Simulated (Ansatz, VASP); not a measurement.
## Two plane-wave programs on Au

```
Au
1.0
     0.00000    0.00000    5.60963
     5.64636    0.00000    0.00000
    -2.82318    4.88989    0.00000
Au
8
Direct
  0.25000 0.50000 0.50000
  0.75000 0.50000 0.50000
  0.25000 0.50000 0.00000
  0.75000 0.50000 0.00000
  0.25000 0.00000 0.50000
  0.75000 0.00000 0.50000
  0.25000 0.00000 0.00000
  0.75000 0.00000 0.00000
```

Alike in both runs: task single point; functional PBE; k mesh 4 × 6 × 6; occupations gaussian, width 0.2 eV; no spin polarisation.

```csv
,VASP,Ansatz
version,VASP 6.6.1,Ansatz 0.2.0
potentials or method,"VASP PAW PBE potentials, release 64 (Au), cutoff 520 eV","scalar-relativistic, plane waves, PAW"
valence electrons in the cell,88,152
```

```tsv
	VASP	Ansatz	Ansatz less VASP
gap on the k mesh at the Fermi level (eV)	none	none	-
pressure (GPa)	-0.2	0.0	+0.22
traceless stress, the component that is largest in VASP (GPa)	0.78	0.76	-0.018
```

A gap of «none» marks a metal or a gap that the smearing closes. VASP's potentials hold 88 valence electrons a cell and Ansatz's 152, so a difference there can come from the potentials and not from the codes.

Neither program's run includes spin-orbit coupling.
